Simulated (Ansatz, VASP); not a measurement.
Two plane-wave programs on Ga3I

The input INCAR:

```
ALGO     = Normal         # electronic algorithm
EDIFF    = 1E-6           # SCF threshold, eV
EDIFFG   = -0.04          # ionic threshold
ENCUT    = 600            # plane-wave cutoff, eV
GGA      = PE             # functional
IBRION   = 2              # ionic algorithm
ISIF     = 3              # what is computed and relaxed
ISMEAR   = 0              # smearing method
LASPH    = True           # aspherical terms in the spheres
LCHARG   = False          # write CHGCAR
LREAL    = False          # projectors in reciprocal space
LWAVE    = False          # write WAVECAR
NELM     = 60             # most SCF steps
NSW      = 90             # ionic steps
PREC     = Accurate       # precision mode
SIGMA    = 0.1            # smearing width, eV
```

Contents of KPOINTS:

```
k-points
0
Gamma
  4 4 4
```

File POSCAR:

```
Ga3I
1.0
    4.5317543860      0.0000000000      0.0000000000
    0.0000000000      4.5317543860      0.0000000000
    0.0000000000      0.0000000000      4.5317543860
Ga I
3 1
Direct
    0.0000000000      0.5000000000      0.5000000000
    0.5000000000      0.0000000000      0.5000000000
    0.5000000000      0.5000000000      0.0000000000
    0.0000000000      0.0000000000      0.0000000000
```

Input for Ansatz:

```yaml
crystal:
  lattice:
    - [4.531754386, 0.0, 0.0]
    - [0.0, 4.531754386, 0.0]
    - [0.0, 0.0, 4.531754386]
  atoms:
    - { symbol: Ga, position: [0.0, 0.5, 0.5] }
    - { symbol: Ga, position: [0.5, 0.0, 0.5] }
    - { symbol: Ga, position: [0.5, 0.5, 0.0] }
    - { symbol: I, position: [0.0, 0.0, 0.0] }
basis:
  ecutwfc: 420
kpoints:
  mp_grid: { grid: [4, 4, 4] }
hamiltonian:
  xc: pbe
scf:
  occupations: { method: gaussian, width: 0.1 }
  lower_state_search: "off"
output:
  forces: true
  stress: true
  eigenvalues: true
relax:
  adjacent_minimum: "off"
  f_tol: 0.04
  max_steps: 70
  cell: { stress_tol: 0.4 }
```

Alike in both runs: task relaxation of cell and atoms; functional PBE; k mesh 4 × 4 × 4; occupations gaussian, width 0.1 eV; no spin polarisation.

|  | VASP | Ansatz |
| --- | --- | --- |
| version | VASP 6.6.1 | Ansatz 0.2.0 |
| potentials or method | VASP PAW PBE potentials, release 64 (Ga_d, I), cutoff 600 eV | scalar-relativistic, plane waves, PAW |
| valence electrons in the cell | 46 | 56 |

```csv
,VASP,Ansatz,Ansatz less VASP
"gap on the k mesh at the Fermi level, each at its own relaxed structure (eV)",none,none,-
relaxed volume (Å³/atom),26.45,26.33,-0.119
relaxed cell length with the largest relative difference (Å),4.729,4.722,-0.0071
```

A gap of «none» marks a metal or a gap that the smearing closes. VASP's potentials hold 46 valence electrons a cell and Ansatz's 56, so a difference there can come from the potentials and not from the codes.

Spin-orbit coupling is off throughout.
